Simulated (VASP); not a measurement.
# Ir (P6_3/mmc) in VASP: further runs, part 2 of 2

VASP 6.6.1.

## Step 3: Single point, r2SCAN (14.85 Å³/atom)

This run uses another cell than the first one, of 14.85 Å³/atom.

POSCAR

```
Ir
1.0
    2.7650047667      0.0000000000      0.0000000000
   -1.3825023834      2.3945643696      0.0000000000
    0.0000000000      0.0000000000      4.4859097335
Ir
2
Direct
    0.3333333333      0.6666666667      0.2500000000
    0.6666666667      0.3333333333      0.7500000000
```

INCAR.step1

```
PREC     = Accurate       # precision mode
ENCUT    = 620            # plane-wave cutoff, eV
ISMEAR   = -1             # smearing method
SIGMA    = 0.1            # smearing width, eV
LREAL    = False          # projectors in reciprocal space
LASPH    = True           # aspherical terms in the spheres
NELM     = 120            # most SCF steps
NBANDS   = 24             # bands
GGA      = PE             # functional
ALGO     = Normal         # electronic algorithm
EDIFF    = 1E-5           # SCF threshold, eV
LWAVE    = True           # write WAVECAR
LCHARG   = False          # write CHGCAR
GGA_COMPAT= False
```

INCAR.step2

```
PREC     = Accurate       # precision mode
ENCUT    = 620            # plane-wave cutoff, eV
EDIFF    = 1E-6           # SCF threshold, eV
ISMEAR   = -1             # smearing method
SIGMA    = 0.1            # smearing width, eV
LREAL    = False          # projectors in reciprocal space
LASPH    = True           # aspherical terms in the spheres
NELM     = 120            # most SCF steps
ALGO     = Normal         # electronic algorithm
ISIF     = 2              # what is computed and relaxed
LWAVE    = False          # write WAVECAR
LCHARG   = False          # write CHGCAR
METAGGA  = R2SCAN         # meta-GGA
LMIXTAU  = True         
NBANDS   = 24             # bands
ISTART   = 1            
GGA_COMPAT= False
```

KPOINTS

```
Automatic mesh
0
Gamma
  15 15 8
```

Potentials or basis: VASP PAW PBE potentials, release 64 (Ir_sv_GW).

On the command line:

```bash
> cat potpaw_PBE.64/Ir_sv_GW/POTCAR > POTCAR
> cp INCAR.step1 INCAR
> mpirun -np 1 vasp_std > vasp.out
> cp INCAR.step2 INCAR
> mpirun -np 1 vasp_std > vasp.out
```

OUTCAR:

```text
PREC = Accurate
   ENCUT = 620
   EDIFF = 1E-6
   ISMEAR = -1
   LREAL = False
   LASPH = True
   NELM = 120
   ISIF = 2
   METAGGA = R2SCAN
   ISTART = 1

 ion  position               nearest neighbor table
   1  0.333  0.667  0.250-   2 2.75   2 2.75   2 2.75   2 2.75   2 2.75   2 2.75
   2  0.667  0.333  0.750-   1 2.75   1 2.75   1 2.75   1 2.75   1 2.75   1 2.75

  LATTYP: Found a hexagonal cell.
 ALAT       =     2.7650047667
 C/A-ratio  =     1.6223877035

  Lattice vectors:

 A1 = (   2.7650047667,   0.0000000000,   0.0000000000)
 A2 = (  -1.3825023834,   2.3945643696,   0.0000000000)
 A3 = (   0.0000000000,   0.0000000000,   4.4859097335)

Analysis of symmetry for initial positions (statically):
=====================================================================
 Subroutine PRICEL returns:
 Original cell was already a primitive cell.

 Routine SETGRP: Setting up the symmetry group for a
 hexagonal supercell.

 Subroutine GETGRP returns: Found 24 space group operations
 (whereof 12 operations were pure point group operations)
 out of a pool of 24 trial point group operations.

The static configuration has the point symmetry D_3d.
 The point group associated with its full space group is D_6h.

Analysis of symmetry for dynamics (positions and initial velocities):
=====================================================================
 Subroutine PRICEL returns:
 Original cell was already a primitive cell.

 Routine SETGRP: Setting up the symmetry group for a
 hexagonal supercell.

 Subroutine GETGRP returns: Found 24 space group operations
 (whereof 12 operations were pure point group operations)
 out of a pool of 24 trial point group operations.

The dynamic configuration has the point symmetry D_3d.
[... 112 lines left out ...]
   NUPDOWN=      -1.0000    fix difference up-down
   EMIN   =  10.00;   EMAX   =-10.00  energy-range for DOS
   EFERMI =   0.00;   METHOD = LEGACY
   ISMEAR =    -1;   SIGMA  =   0.10  broadening in eV -4-tet -1-fermi 0-gaus
   EFERMI_NEDOS =   21; number of points for ismear=-14 and -15
   IALGO  =     38    algorithm
   IMIX   =      4    mixing-type and parameters
     AMIX     =   0.40;   BMIX     =  1.00
     AMIX_MAG =   1.60;   BMIX_MAG =  1.00
  volume/ion in A,a.u.               =      14.85       100.22
  Fermi-wavevector in a.u.,A,eV,Ry     =   1.712551  3.236252 39.903583  2.932831
  Thomas-Fermi vector in A             =   2.790459
   LORBIT       =      0    0 simple, 1 ext, 2 COOP (PROOUT), +10 PAW based schemes
   METAGGA = R2SCAN    functional components
   LHFCALC =     F    Hartree Fock is set to
   AEXX    =    0.0000 exact exchange contribution
   IVDW    =     0    specifies the selected vdW correction
   LEPSILON=     F    determine dielectric tensor
   LRPA    =     F    only Hartree local field effects (RPA)
 non-spin polarized calculation
  energy-cutoff  :      620.00
  volume of cell :       29.70
 maximum number of plane-waves:      1087
 NGX is ok and might be reduce to    24
   NGX = 11   NGY = 11   NGZ = 19

 number of electron      34.0000000 magnetization

 Free energy of the ion-electron system (eV)
  ---------------------------------------------------
  ext. energy  EPLUGINS =         0.00000000
  ---------------------------------------------------
  free energy    TOTEN  =      -105.62643384 eV

  energy without entropy =     -105.54690215  energy(sigma->0) =     -105.58666800

 E-fermi :  11.8630     XC(G=0): -15.5447

 val. band max:       11.8561146231   @ k =   0.2000   0.2000   0.1250
 cond. band min:      11.8672389154   @ k =   0.1333   0.0667   0.5000
 fundamental gap:      0.0111242923
 Fermi energy:        11.8630239178

 k-point     1 :       0.0000    0.0000    0.0000
  band No.  band energies     occupation
      1     -83.1493      2.00000
      2     -83.0884      2.00000
      3     -39.7263      2.00000
      4     -39.0982      2.00000
      5     -39.0982      2.00000
      6     -39.0022      2.00000
[... 637 lines left out ...]
     23      24.0345      0.00000
     24      25.0151      0.00000

 [... further k-points ...]

------------------------ aborting loop because EDIFF is reached ----------------------------------------

  FORCE on cell =-STRESS in cart. coord.  units (eV):
  Direction    XX          YY          ZZ          XY          YZ          ZX
  --------------------------------------------------------------------------------------
  -------------------------------------------------------------------------------------
  Total       -2.5983025     -2.5983025     -2.6976897      0.0000000     -0.0000000      0.0000000
  in kB     -140.1610582   -140.1610582   -145.5223299      0.0000000     -0.0000000      0.0000000
  external PRESSURE =    -141.9481488 kB  Pullay stress =       0.0000000 kB

 VOLUME and BASIS-vectors are now :
 -----------------------------------------------------------------------------
  energy-cutoff  :      620.00
  volume of cell :       29.70
      direct lattice vectors                 reciprocal lattice vectors
     2.765004767  0.000000000  0.000000000     0.361663029  0.208806247  0.000000000
    -1.382502383  2.394564370  0.000000000     0.000000000  0.417612495  0.000000000
     0.000000000  0.000000000  4.485909733     0.000000000  0.000000000  0.222920223

 POSITION                                       TOTAL-FORCE (eV/Angst)
 -----------------------------------------------------------------------------------
     -0.00000      1.59638      1.12148        -0.000000      0.000000      0.000000
      1.38250      0.79819      3.36443         0.000000     -0.000000      0.000000
 -----------------------------------------------------------------------------------
    total drift:                               -0.000000      0.000000     -0.000000

  FREE ENERGIE OF THE ION-ELECTRON SYSTEM (eV)
  ---------------------------------------------------
  free  energy   TOTEN  =      -105.6264338441 eV

  energy  without entropy=     -105.5469021480  energy(sigma->0) =     -105.58666800
```

OUTCAR.step1:

```text
PREC = Accurate
   ENCUT = 620
   ISMEAR = -1
   LREAL = False
   LASPH = True
[... 872 lines left out ...]
     -0.00000      1.59638      1.12148         0.000000      0.000000      0.000000
      1.38250      0.79819      3.36443        -0.000000      0.000000      0.000000
 -----------------------------------------------------------------------------------
    total drift:                               -0.000000      0.000000     -0.000000

  FREE ENERGIE OF THE ION-ELECTRON SYSTEM (eV)
  ---------------------------------------------------
  free  energy   TOTEN  =       -18.7247250680 eV

  energy  without entropy=      -18.6425080603  energy(sigma->0) =      -18.68361656
```

It took 5.7 min on 1 thread of Intel Xeon Platinum 8488C (Sapphire Rapids), shared host; peak memory 0.25 GiB.

What came out:

| Item | Value |
| --- | --- |
| Free energy | -105.6264 eV |
| Pressure | -14.2 GPa |
| Band gap on the k mesh | zero (bands 17 and 18 overlap by 3.12 eV) |

Stress tensor (GPa, compression positive):
```
-14.02   0.00   0.00
  0.00 -14.02   0.00
  0.00   0.00 -14.55
```

Caveat: the cell stands under tension; the PAW data sets were made with another functional, which shifts forces and pressure a little; spin-orbit coupling is left out, which moves the levels of the heavy elements.

## Step 4: Single point, r2SCAN (14.28 Å³/atom)

This run uses another cell than the first one, of 14.28 Å³/atom.

POSCAR

```
Ir
1.0
    2.7290915489      0.0000000000      0.0000000000
   -1.3645457745      2.3634626106      0.0000000000
    0.0000000000      0.0000000000      4.4276445707
Ir
2
Direct
    0.3333333333      0.6666666667      0.2500000000
    0.6666666667      0.3333333333      0.7500000000
```

INCAR.step1

```
SYSTEM = Ir
  PREC = Accurate
  ENCUT = 620
  ISMEAR = -1
  SIGMA = 0.1
  LREAL = .FALSE.
  LASPH = .TRUE.
  NELM = 120
  NBANDS = 24
  GGA = PE
  ALGO = Normal
  EDIFF = 1E-5
  LWAVE = .TRUE.
  LCHARG = .FALSE.
  GGA_COMPAT = .FALSE.
```

INCAR.step2

```
SYSTEM = Ir
  PREC = Accurate
  ENCUT = 620
  EDIFF = 1E-6
  ISMEAR = -1
  SIGMA = 0.1
  LREAL = .FALSE.
  LASPH = .TRUE.
  NELM = 120
  ALGO = Normal
  ISIF = 2
  LWAVE = .FALSE.
  LCHARG = .TRUE.
  METAGGA = R2SCAN
  LMIXTAU = .TRUE.
  LELF = .TRUE.
  LVHAR = .TRUE.
  NBANDS = 24
  ISTART = 1
  GGA_COMPAT = .FALSE.
```

KPOINTS

```
regular mesh
0
G
  15 15 8
  0 0 0
```

On the command line:

```bash
> cat potpaw_PBE.64/Ir_sv_GW/POTCAR > POTCAR
> cp INCAR.step1 INCAR
> mpirun -np 1 vasp_std > vasp.out
> cp INCAR.step2 INCAR
> mpirun -np 1 vasp_std > vasp.out
```

Wall time 2.3 min (1 thread of Intel Xeon 6975P-C (Granite Rapids), shared host); peak memory 0.25 GiB.

The run converged. Its results:

| Property | Result |
| --- | --- |
| Free energy | -105.6781 eV |
| Pressure | -1.1 GPa |
| Band gap on the k mesh | zero (bands 17 and 18 overlap by 3.34 eV) |

Stress tensor (GPa, compression positive):
```
-0.96  0.00  0.00
 0.00 -0.96  0.00
 0.00  0.00 -1.29
```

Levels at points of the mesh, in eV from the Fermi level:
```csv
k point,band 15,band 16,band 17,band 18,band 19,band 20
"(0.00, 0.00, 0.00)",-3.28,-2.46,-2.46,-0.77,0.27,0.27
"(0.00, 0.00, 0.50)",-4.08,-4.08,-0.50,-0.50,-0.50,-0.50
```

Caveat: the PAW data sets were made with another functional, which shifts forces and pressure a little; spin-orbit coupling is left out, which moves the levels of the heavy elements.

## Step 5: Single point, r2SCAN (15.42 Å³/atom)

This run uses another cell than the first one, of 15.42 Å³/atom.

POSCAR

```
Ir
1.0
    2.8000085430      0.0000000000      0.0000000000
   -1.4000042715      2.4248785290      0.0000000000
    0.0000000000      0.0000000000      4.5426994298
Ir
2
Direct
    0.3333333333      0.6666666667      0.2500000000
    0.6666666667      0.3333333333      0.7500000000
```

INCAR.step1

```
ALGO = Normal
EDIFF = 1E-5
ENCUT = 620
GGA = PE
GGA_COMPAT = F
ISMEAR = -1
LASPH = T
LCHARG = F
LREAL = F
LWAVE = T
NBANDS = 24
NELM = 120
PREC = Accurate
SIGMA = 0.1
```

INCAR.step2

```
ALGO = Normal
EDIFF = 1E-6
ENCUT = 620
GGA_COMPAT = F
ISIF = 2
ISMEAR = -1
ISTART = 1
LASPH = T
LCHARG = T
LELF = T
LMIXTAU = T
LREAL = F
LVHAR = T
LWAVE = F
METAGGA = R2SCAN
NBANDS = 24
NELM = 120
PREC = Accurate
SIGMA = 0.1
```

KPOINTS

```
k-points
0
Gamma
  15 15 8
```

On the command line:

```bash
> cat potpaw_PBE.64/Ir_sv_GW/POTCAR > POTCAR
> cp INCAR.step1 INCAR
> mpirun -np 1 vasp_std > vasp.out
> cp INCAR.step2 INCAR
> mpirun -np 1 vasp_std > vasp.out
```

It took 3.1 min on 1 thread of Intel Xeon Platinum 8488C (Sapphire Rapids), shared host; peak memory 0.25 GiB.

Results (log left out):

| Quantity | Value |
| --- | --- |
| Free energy | -105.4918 eV |
| Pressure | -24.4 GPa |
| Band gap on the k mesh | zero (bands 17 and 18 overlap by 2.92 eV) |

Stress tensor (GPa, compression positive):
```
-24.18   0.00   0.00
  0.00 -24.18   0.00
  0.00   0.00 -24.89
```

Levels at points of the mesh, in eV from the Fermi level:
```tsv
k point	band 14	band 15	band 16	band 17	band 18	band 19	band 20	band 21
(0.00, 0.00, 0.00)	-2.91	-2.91	-2.19	-2.19	-0.54	0.25	0.25	6.68
(0.00, 0.00, 0.50)	-3.61	-3.61	-3.61	-0.45	-0.45	-0.45	-0.45	13.82
```

Caveat: the cell stands under tension; the PAW data sets were made with another functional, which shifts forces and pressure a little; spin-orbit coupling is left out, which moves the levels of the heavy elements.

## Step 6: Overview

| cell | gap on the mesh (eV) | pressure (GPa) |
| --- | --- | --- |
| a = 2.654, b = 2.654, c = 4.306 Å, angles 90.0, 90.0, 120.0°, 2 atoms | none | 37.0 |
| a = 2.765, b = 2.765, c = 4.486 Å, angles 90.0, 90.0, 120.0°, 2 atoms | none | -14.2 |
| a = 2.729, b = 2.729, c = 4.428 Å, angles 90.0, 90.0, 120.0°, 2 atoms | none | -1.1 |
| a = 2.800, b = 2.800, c = 4.543 Å, angles 90.0, 90.0, 120.0°, 2 atoms | none | -24.4 |

Alike in all rows: task single point; level r2SCAN; potentials or basis VASP PAW PBE potentials, release 64 (Ir_sv_GW); no spin polarisation; k mesh 15 × 15 × 8; cutoff (eV) 620; smearing fermi-dirac 0.1 eV.

Caveats: the PAW data sets were made with another functional, which shifts forces and pressure a little; spin-orbit coupling is left out, which moves the levels of the heavy elements; the cell stands under tension (at least some runs); the cell stands under pressure (at least some runs).

Absolute energies hang on the potentials; compare differences alone.
